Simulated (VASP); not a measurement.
The system is Au.

```
CELL_PARAMETERS angstrom
0.00000 2.08564 2.08564
2.08564 0.00000 2.08564
2.08564 2.08564 0.00000
ATOMIC_POSITIONS crystal
Au 0.00000 0.00000 0.00000
```

```yaml
Program: VASP 6.6.1
Task: relaxation of cell and atoms
Functional: PBEsol
Potentials_or_basis: VASP PAW PBE potentials, release 64 (Au)
Cutoff: 500 eV
k_mesh: 8 × 8 × 8
Occupations: gaussian, width 0.1 eV
Spin: no spin polarisation
```

At the start: pressure -8.8 GPa; volume 18.14 Å³/atom.

Question: Where does the relaxation end?

Answer: Over 3 steps the energy falls by 31.3 meV/atom and the volume is 17.11 Å³/atom (-5.7 %); space group Fm-3m (No. 225, to 0.05 Å).

Step by step:
| step | energy change (eV) | largest force (eV/Å) | pressure (GPa) | volume (Å³) |
| --- | --- | --- | --- | --- |
| 1 | 0.0000 | 0.0000 | -8.80 | 18.14 |
| 2 | 0.0479 | 0.0000 | 19.59 | 15.65 |
| 3 | -0.0313 | 0.0000 | -0.24 | 17.11 |

Final structure:
```
CELL_PARAMETERS angstrom
0.00000 2.04503 2.04503
2.04503 0.00000 2.04503
2.04503 2.04503 0.00000
ATOMIC_POSITIONS crystal
Au 0.00000 0.00000 0.00000
```

Caveat: the PAW data sets were made with another functional, which shifts forces and pressure a little.
